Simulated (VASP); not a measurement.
Set up this calculation in VASP 6.6.1, as the native input.

| Property | Result |
| --- | --- |
| Task | single point |
| Functional | LDA |
| Potentials or basis | VASP PAW LDA potentials, release 64 (Nb_sv) |
| Cutoff | 520 eV |
| k mesh | 11 × 11 × 1 |
| Occupations | fermi-dirac, width 0.05 eV |
| Spin | no spin polarisation |
| Dipole correction | yes |
| Further INCAR settings | ALGO = Normal; EDIFF = 1e-06; NBANDS = 40 |

The structure of Nb lies in POSCAR:

```
Nb
1.0
    3.2478102620      0.0000000000      0.0000000000
    0.0000000000      3.2478102620      0.0000000000
    0.0000000000      0.0000000000     22.4956000000
Nb
5
Direct
    0.0000000000      0.0000000000      0.3556246440
    0.5000000000      0.5000000000      0.4278123218
    0.0000000000      0.0000000000      0.5000000000
    0.5000000000      0.5000000000      0.5721876782
    0.0000000000      0.0000000000      0.6443753560
```

One way to write it, as run:

INCAR

```
SYSTEM = Nb
PREC     = Accurate       ! precision mode
ENCUT    = 520            ! plane-wave cutoff, eV
EDIFF    = 1E-6           ! SCF threshold, eV
ISMEAR   = -1             ! smearing method
SIGMA    = 0.05           ! smearing width, eV
LREAL    = .FALSE.        ! projectors in reciprocal space
LASPH    = .TRUE.         ! aspherical terms in the spheres
NELM     = 80             ! most SCF steps
ALGO     = Normal         ! electronic algorithm
ISIF     = 2              ! what is computed and relaxed
LWAVE    = .FALSE.        ! write WAVECAR
LCHARG   = .FALSE.        ! write CHGCAR
LDIPOL   = .TRUE.       
IDIPOL   = 3            
DIPOL    = 0.5 0.5 0.500
GGA      = CA             ! functional
NBANDS   = 40             ! bands
```

KPOINTS

```
Automatic mesh
0
G
  11 11 1
  0 0 0
```

Potentials or basis: VASP PAW LDA potentials, release 64 (Nb_sv).

Command:

```bash
$ cat potpaw_LDA.64/Nb_sv/POTCAR > POTCAR
$ mpirun -np 1 vasp_std > vasp.out
```

It gave:

```json
{
  "Largest force": "1.342 eV/Å",
  "Band gap on the k mesh": "zero (an odd number of electrons rules out a gap without spin polarisation)"
}
```

It took 4 min on 1 thread of Intel(R) Xeon(R) Platinum 8488C (Sapphire Rapids), with other jobs on the host, peak memory 0.32 GiB.
